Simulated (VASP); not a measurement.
Tc3Sn:

```xyz
4
Lattice="2.9416 0.0000 0.0000 -1.4708 2.5475 0.0000 0.0000 0.0000 8.6334" Properties=species:S:1:pos:R:3 pbc="T T T"
Tc    0.0000    0.0000    4.3167
Tc    0.0000    1.6983    2.2601
Tc    0.0000    1.6983    6.3734
Sn    0.0000    0.0000    0.0000
```

Base run:

```yaml
Program: VASP 6.6.1
Functional: PBE
Potentials_or_basis: VASP PAW PBE potentials, release 64 (Tc_pv, Sn_d)
Cutoff: 500 eV
k_mesh: 9 × 9 × 3
Occupations: fermi-dirac, width 0.05 eV
Spin: no spin polarisation
```

Its results: band gap on the k mesh zero (an odd number of electrons rules out a gap without spin polarisation); pressure -2.1 GPa; largest force 0.110 eV/Å.

**Question.** The run is repeated on the same cell with these changes: k mesh from 9 × 9 × 3 to 4 × 4 × 2. What comes out?

**Answer.** Band gap on the k mesh zero (an odd number of electrons rules out a gap without spin polarisation); pressure -1.6 GPa; largest force 0.054 eV/Å.

Caveats: some runs use coarse meshes; spin-orbit coupling is left out, which moves the levels of the heavy elements.
